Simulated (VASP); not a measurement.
# LuTl2ClO4 (P4/mmm) in VASP: single point with PBE

Aim: the single point of LuTl2ClO4 with PBE.

All numbers are computed with VASP 6.6.1; they aren't measurements. Logs are shortened: lines on timing, memory, paths and dates and some standing lists are left out, and cuts for length are marked.

**1. The cell of the first run**

Symmetry: P4/mmm, No. 123, tetragonal system. Conventional cell: a = 3.815 Å, b = 3.815 Å, c = 8.838 Å, α = 90.00°, β = 90.00°, γ = 90.00°. Cl (site symmetry 4/mmm) has 8 Tl at 3.32 Å and 8 O at 3.62 Å and 4 Cl at 3.82 Å and 2 Lu at 4.42 Å within 4.5 Å. Within 3.1 Å of Lu (site symmetry 4/mmm) lie 8 O at 2.33 Å. O (site symmetry 2mm) has 2 Tl at 2.22 Å and 2 Lu at 2.33 Å and 5 O at 2.69 to 2.70 Å within 2.9 Å. Within 2.9 Å of Tl (site symmetry 4mm) lie 4 O at 2.22 Å.

**2. Single point, PBE**

Contents of POSCAR:

```
LuTl2ClO4
1.0
    3.8154370000      0.0000000000      0.0000000000
    0.0000000000      3.8154370000      0.0000000000
    0.0000000000      0.0000000000      8.8380170000
Cl Lu O Tl
1 1 4 2
Direct
    0.0000000000      0.0000000000      0.5000000000
    0.0000000000      0.0000000000      0.0000000000
    0.5000000000      0.0000000000      0.8480000000
    0.0000000000      0.5000000000      0.8480000000
    0.5000000000      0.0000000000      0.1520000000
    0.0000000000      0.5000000000      0.1520000000
    0.5000000000      0.5000000000      0.7193000000
    0.5000000000      0.5000000000      0.2807000000
```

Contents of INCAR.step1:

```
ALGO     = Normal         # electronic algorithm
EDIFF    = 1E-7           # SCF threshold, eV
ENCUT    = 520            # plane-wave cutoff, eV
GGA      = PE             # functional
ISIF     = 2              # what is computed and relaxed
ISMEAR   = -1             # smearing method
LASPH    = T              # aspherical terms in the spheres
LCHARG   = T              # write CHGCAR
LREAL    = F              # projectors in reciprocal space
LWAVE    = F              # write WAVECAR
NBANDS   = 51             # bands
NELM     = 80             # most SCF steps
PREC     = Accurate       # precision mode
SIGMA    = 0.0146         # smearing width, eV
```

Contents of KPOINTS.step1:

```
k-points
0
Gamma
  7 7 3
```

Contents of INCAR.step2:

```
ALGO     = Normal         # electronic algorithm
EDIFF    = 1E-7           # SCF threshold, eV
ENCUT    = 520            # plane-wave cutoff, eV
GGA      = PE             # functional
ICHARG   = 11             # starting density
ISIF     = 2              # what is computed and relaxed
ISMEAR   = -5             # smearing method
LASPH    = T              # aspherical terms in the spheres
LCHARG   = F              # write CHGCAR
LORBIT   = 11             # projections on sites
LREAL    = F              # projectors in reciprocal space
LWAVE    = F              # write WAVECAR
NBANDS   = 51             # bands
NEDOS    = 1001           # points of the DOS
NELM     = 80             # most SCF steps
PREC     = Accurate       # precision mode
SIGMA    = 0.0146         # smearing width, eV
```

Contents of KPOINTS.step2:

```
k-points
0
Gamma
  11 11 5
```

Potentials or basis: VASP PAW PBE potentials, release 64 (Cl, Lu, O, Tl_d).

On the command line:

```console
$ cat potpaw_PBE.64/Cl/POTCAR potpaw_PBE.64/Lu/POTCAR potpaw_PBE.64/O/POTCAR potpaw_PBE.64/Tl_d/POTCAR > POTCAR
$ cp INCAR.step1 INCAR
$ cp KPOINTS.step1 KPOINTS
$ mpirun -np 1 vasp_std > vasp.out
$ cp INCAR.step2 INCAR
$ cp KPOINTS.step2 KPOINTS
$ mpirun -np 1 vasp_std > vasp.out
```

OUTCAR:

```text
EDIFF = 1E-7
   ENCUT = 520
   GGA = PE
   ICHARG = 11
   ISIF = 2
   ISMEAR = -5
   LASPH = T
   LORBIT = 11
   LREAL = F
   NELM = 80
   PREC = Accurate

 ion  position               nearest neighbor table
   1  0.000  0.000  0.500-   7 3.32   8 3.32   7 3.32   8 3.32   7 3.32   8 3.32   7 3.32   8 3.32

   2  0.000  0.000  0.000-   3 2.33   4 2.33   5 2.33   6 2.33   4 2.33   6 2.33   3 2.33   5 2.33
                             7 3.67   8 3.67   7 3.67   8 3.67   7 3.67   8 3.67   7 3.67   8 3.67
   3  0.500  0.000  0.848-   7 2.22   7 2.22   2 2.33   2 2.33
   4  0.000  0.500  0.848-   7 2.22   7 2.22   2 2.33   2 2.33
   5  0.500  0.000  0.152-   8 2.22   8 2.22   2 2.33   2 2.33
   6  0.000  0.500  0.152-   8 2.22   8 2.22   2 2.33   2 2.33
   7  0.500  0.500  0.719-   3 2.22   4 2.22   3 2.22   4 2.22   1 3.32   1 3.32   1 3.32   1 3.32
                             2 3.67   2 3.67   2 3.67   2 3.67   8 3.88
   8  0.500  0.500  0.281-   5 2.22   6 2.22   5 2.22   6 2.22   1 3.32   1 3.32   1 3.32   1 3.32
                             2 3.67   2 3.67   2 3.67   2 3.67   7 3.88

  LATTYP: Found a simple tetragonal cell.
 ALAT       =     3.8154370000
 C/A-ratio  =     2.3163839424

  Lattice vectors:

 A1 = (   3.8154370000,   0.0000000000,   0.0000000000)
 A2 = (   0.0000000000,   3.8154370000,   0.0000000000)
 A3 = (   0.0000000000,   0.0000000000,   8.8380170000)

Analysis of symmetry for initial positions (statically):
=====================================================================
 Subroutine PRICEL returns:
 Original cell was already a primitive cell.

 Routine SETGRP: Setting up the symmetry group for a
 simple tetragonal supercell.

 Subroutine GETGRP returns: Found 16 space group operations
 (whereof 16 operations were pure point group operations)
 out of a pool of 16 trial point group operations.

The static configuration has the point symmetry D_4h.

Analysis of symmetry for dynamics (positions and initial velocities):
=====================================================================
 Subroutine PRICEL returns:
 Original cell was already a primitive cell.

 Routine SETGRP: Setting up the symmetry group for a
 simple tetragonal supercell.

 Subroutine GETGRP returns: Found 16 space group operations
 (whereof 16 operations were pure point group operations)
 out of a pool of 16 trial point group operations.

The dynamic configuration has the point symmetry D_4h.

 Subroutine INISYM returns: Found 16 space group operations
 (whereof 16 operations are pure point group operations),
 and found     1 'primitive' translations

----------------------------------------------------------------------------------------

                                     Primitive cell

  volume of cell :     128.6600

  direct lattice vectors                    reciprocal lattice vectors
     3.815437000  0.000000000  0.000000000     0.262093176  0.000000000  0.000000000
     0.000000000  3.815437000  0.000000000     0.000000000  0.262093176  0.000000000
     0.000000000  0.000000000  8.838017000     0.000000000  0.000000000  0.113147553

  length of vectors
     3.815437000  3.815437000  8.838017000     0.262093176  0.262093176  0.113147553

  position of ions in fractional coordinates (direct lattice)
     0.000000000  0.000000000  0.500000000
     0.000000000  0.000000000  0.000000000
     0.500000000  0.000000000  0.848000000
     0.000000000  0.500000000  0.848000000
     0.500000000  0.000000000  0.152000000
     0.000000000  0.500000000  0.152000000
     0.500000000  0.500000000  0.719300000
     0.500000000  0.500000000  0.280700000

  ion indices of the primitive-cell ions
   primitive index   ion index
                 1           1
                 2           2
                 3           3
                 4           4
                 5           5
                 6           6
                 7           7
                 8           8

----------------------------------------------------------------------------------------

 KPOINTS: k-points

Automatic generation of k-mesh.
 Grid dimensions read from file:
 generate k-points for:   11   11    5

 Generating k-lattice:

  Cartesian coordinates                     Fractional coordinates (reciprocal lattice)
     0.023826652  0.000000000  0.000000000     0.090909091  0.000000000  0.000000000
     0.000000000  0.023826652  0.000000000     0.000000000  0.090909091  0.000000000
     0.000000000  0.000000000  0.022629511     0.000000000  0.000000000  0.200000000

  Length of vectors
     0.023826652  0.023826652  0.022629511

  Shift w.r.t. Gamma in fractional coordinates (k-lattice)
     0.000000000  0.000000000  0.000000000

 TETIRR: Found    891 inequivalent tetrahedra from     3630

 Subroutine IBZKPT returns following result:
 ===========================================

 Found     63 irreducible k-points:

 Following reciprocal coordinates:
            Coordinates               Weight
  0.000000  0.000000  0.000000      1.000000
  0.090909  0.000000  0.000000      4.000000
  0.181818  0.000000  0.000000      4.000000
  0.272727  0.000000  0.000000      4.000000
  0.363636  0.000000  0.000000      4.000000
  0.454545  0.000000  0.000000      4.000000
[... 16 lines left out ...]
  0.090909  0.000000  0.200000      8.000000
  0.181818  0.000000  0.200000      8.000000
 [... further k-points ...]
   k-points           NKPTS =     63   k-points in BZ     NKDIM =     63   number of bands    NBANDS=     51
   number of dos      NEDOS =   1001   number of ions     NIONS =      8
   total plane-waves  NPLWV =  54880
   dimension x,y,z NGX =    28 NGY =   28 NGZ =   70
   dimension x,y,z NGXF=    56 NGYF=   56 NGZF=  140
   ions per type =               1   1   4   2
   NGX,Y,Z   is equivalent  to a cutoff of  12.20, 12.20, 13.17 a.u.
   NGXF,Y,Z  is equivalent  to a cutoff of  24.40, 24.40, 26.33 a.u.
 SYSTEM =  unknown system
   PREC   = accura    normal or accurate (medium, high low for compatibility)
   ISTART =      0    job   : 0-new  1-cont  2-samecut
   ICHARG =     11    charge: 1-file 2-atom 10-const
   ISPIN  =      1    spin polarized calculation?
   LNONCOLLINEAR =      F non collinear calculations
   LSORBIT =      F    spin-orbit coupling
   LASPH  =      T    aspherical Exc in radial PAW
   ENCUT  =  520.0 eV  38.22 Ry    6.18 a.u.   7.09  7.09 16.43*2*pi/ulx,y,z
   NELM   =     80;   NELMIN=  2; NELMDL=  0     # of ELM steps
   EDIFF  = 0.1E-06   stopping-criterion for ELM
   LREAL  =      F    real-space projection
   EDIFFG = 0.1E-05   stopping-criterion for IOM
   NSW    =      0    number of steps for IOM
   IBRION =     -1    ionic relax: 0-MD 1-quasi-New 2-CG
   NFREE  =      0    steps in history (QN), initial steepest desc. (CG)
   ISIF   =      2    stress and relaxation
   ISYM   =      2    0-nonsym 1-usesym 2-fastsym
   POTIM  = 0.5000    time-step for ionic-motion
   TEBEG  =    0.0;   TEEND  =   0.0 temperature during run
   PSTRESS=    0.0 pullay stress
   NELECT =      82.0000    total number of electrons
   NUPDOWN=      -1.0000    fix difference up-down
   EMIN   =  10.00;   EMAX   =-10.00  energy-range for DOS
   EFERMI =   0.00;   METHOD = LEGACY
   ISMEAR =    -5;   SIGMA  =   0.01  broadening in eV -4-tet -1-fermi 0-gaus
   EFERMI_NEDOS =   21; number of points for ismear=-14 and -15
   IALGO  =     38    algorithm
   IMIX   =      4    mixing-type and parameters
     AMIX     =   0.40;   BMIX     =  1.00
     AMIX_MAG =   1.60;   BMIX_MAG =  1.00
  volume/ion in A,a.u.               =      16.08       108.53
  Fermi-wavevector in a.u.,A,eV,Ry     =   1.408851  2.662342 27.005665  1.984860
  Thomas-Fermi vector in A             =   2.530966
   LORBIT       =     11    0 simple, 1 ext, 2 COOP (PROOUT), +10 PAW based schemes
   GGA     = PE    functional components
   LHFCALC =     F    Hartree Fock is set to
   AEXX    =    0.0000 exact exchange contribution
   IVDW    =     0    specifies the selected vdW correction
   LEPSILON=     F    determine dielectric tensor
   LRPA    =     F    only Hartree local field effects (RPA)
 non-spin polarized calculation
 Fermi weights with tetrahedron method with Bloechl corrections
  energy-cutoff  :      520.00
  volume of cell :      128.66
 maximum number of plane-waves:      3489

 number of electron      81.9999991 magnetization

 Free energy of the ion-electron system (eV)
  ---------------------------------------------------
  ext. energy  EPLUGINS =         0.00000000
  ---------------------------------------------------
  free energy    TOTEN  =       -40.99815394 eV

  energy without entropy =      -40.99815394  energy(sigma->0) =      -40.99815394

 E-fermi :   3.5472     XC(G=0): -10.5591

 val. band max:        3.5378401474   @ k =   0.2727   0.2727   0.0000
 cond. band min:       3.5075533665   @ k =   0.1818   0.0000   0.0000
 fundamental gap:     -0.0302867809
 Fermi energy:         3.5471939999

 k-point     1 :       0.0000    0.0000    0.0000
  band No.  band energies     occupation
      1     -50.1194      2.00000
      2     -20.9519      2.00000
      3     -20.8155      2.00000
      4     -20.8155      2.00000
      5     -14.2267      2.00000
      6     -13.4745      2.00000
[... 43 lines left out ...]
     50      11.7887      0.00000
     51      12.9599      0.00000

 k-point     2 :       0.0909    0.0000    0.0000
  band No.  band energies     occupation
      1     -50.1191      2.00000
      2     -20.9457      2.00000
      3     -20.8377      2.00000
      4     -20.8147      2.00000
      5     -14.1815      2.00000
      6     -13.4650      2.00000
[... 43 lines left out ...]
     50      11.8996      0.00000
     51      12.3835      0.00000

 k-point     3 :       0.1818    0.0000    0.0000
  band No.  band energies     occupation
      1     -50.1184      2.00000
      2     -20.9288      2.00000
      3     -20.8962      2.00000
      4     -20.8125      2.00000
      5     -14.0566      2.00000
      6     -13.4390      2.00000
[... 43 lines left out ...]
     50      12.1329      0.00000
     51      12.4181      0.00000
[... 1027 lines left out ...]
 k-point    23 :       0.0909    0.0000    0.2000
  band No.  band energies     occupation
      1     -50.1191      2.00000
      2     -20.9456      2.00000
      3     -20.8377      2.00000
      4     -20.8147      2.00000
      5     -14.1791      2.00000
      6     -13.4689      2.00000
[... 43 lines left out ...]
     50      11.9334      0.00000
     51      12.3262      0.00000

 k-point    24 :       0.1818    0.0000    0.2000
  band No.  band energies     occupation
      1     -50.1184      2.00000
      2     -20.9288      2.00000
      3     -20.8962      2.00000
      4     -20.8125      2.00000
      5     -14.0546      2.00000
      6     -13.4420      2.00000
[... 43 lines left out ...]
     50      12.1875      0.00000
     51      12.3590      0.00000

 [... further k-points ...]
[... 5 lines left out ...]
  --------------------------------------------------------------------------------------
  -------------------------------------------------------------------------------------
  Total        4.0485836      4.0485836     -2.8784156      0.0000000      0.0000000      0.0000000
  in kB       50.4162211     50.4162211    -35.8443474      0.0000000      0.0000000      0.0000000
  external PRESSURE =      21.6626983 kB  Pullay stress =       0.0000000 kB

 VOLUME and BASIS-vectors are now :
 -----------------------------------------------------------------------------
  energy-cutoff  :      520.00
  volume of cell :      128.66
      direct lattice vectors                 reciprocal lattice vectors
     3.815437000  0.000000000  0.000000000     0.262093176  0.000000000  0.000000000
     0.000000000  3.815437000  0.000000000     0.000000000  0.262093176  0.000000000
     0.000000000  0.000000000  8.838017000     0.000000000  0.000000000  0.113147553

 POSITION                                       TOTAL-FORCE (eV/Angst)
 -----------------------------------------------------------------------------------
      0.00000      0.00000      4.41901         0.000000      0.000000      0.000000
      0.00000      0.00000      0.00000         0.000000      0.000000      0.000000
      1.90772      0.00000      7.49464         0.000000      0.000000     -0.139377
      0.00000      1.90772      7.49464         0.000000     -0.000000     -0.139377
      1.90772      0.00000      1.34338         0.000000      0.000000      0.139377
      0.00000      1.90772      1.34338        -0.000000      0.000000      0.139377
      1.90772      1.90772      6.35719         0.000000     -0.000000      0.298136
      1.90772      1.90772      2.48083         0.000000     -0.000000     -0.298136
 -----------------------------------------------------------------------------------
    total drift:                                0.000000      0.000000     -0.000000

  FREE ENERGIE OF THE ION-ELECTRON SYSTEM (eV)
  ---------------------------------------------------
  free  energy   TOTEN  =       -40.9981539404 eV

  energy  without entropy=      -40.9981539404  energy(sigma->0) =      -40.99815394

 total charge

# of ion       s       p       d       f       tot
--------------------------------------------------
    1        1.610   3.459   0.000   0.000   5.069
    2        2.202   6.121   0.767  14.098  23.188
    3        1.579   3.391   0.000   0.000   4.970
    4        1.579   3.391   0.000   0.000   4.970
    5        1.579   3.391   0.000   0.000   4.970
    6        1.579   3.391   0.000   0.000   4.970
    7        0.854   0.441   9.795   0.000  11.090
    8        0.854   0.441   9.795   0.000  11.090
--------------------------------------------------
tot         11.836  24.027  20.357  14.098  70.319
```

It took 9.5 min on 1 thread of Intel Xeon Platinum 8259CL at 2.50GHz (Skylake/Cascade Lake), shared host; peak memory 0.5 GiB.

Results:

```
Valence electrons inside the program's atomic spheres : Cl 5.07; Lu 23.19; O 4.97; Tl 11.09
```

Levels at points of the mesh, in eV from the Fermi level:
| k point | band 37 | band 38 | band 39 | band 40 | band 41 | band 42 | band 43 | band 44 | band 45 | band 46 |
| --- | --- | --- | --- | --- | --- | --- | --- | --- | --- | --- |
| (0.00, 0.00, 0.00) | -1.11 | -0.66 | -0.66 | -0.33 | -0.33 | -0.10 | 1.69 | 4.08 | 5.95 | 6.74 |

Caveat: spin-orbit coupling is left out, which moves the levels of the heavy elements; tetrahedron occupations give inexact forces and stress in metals.
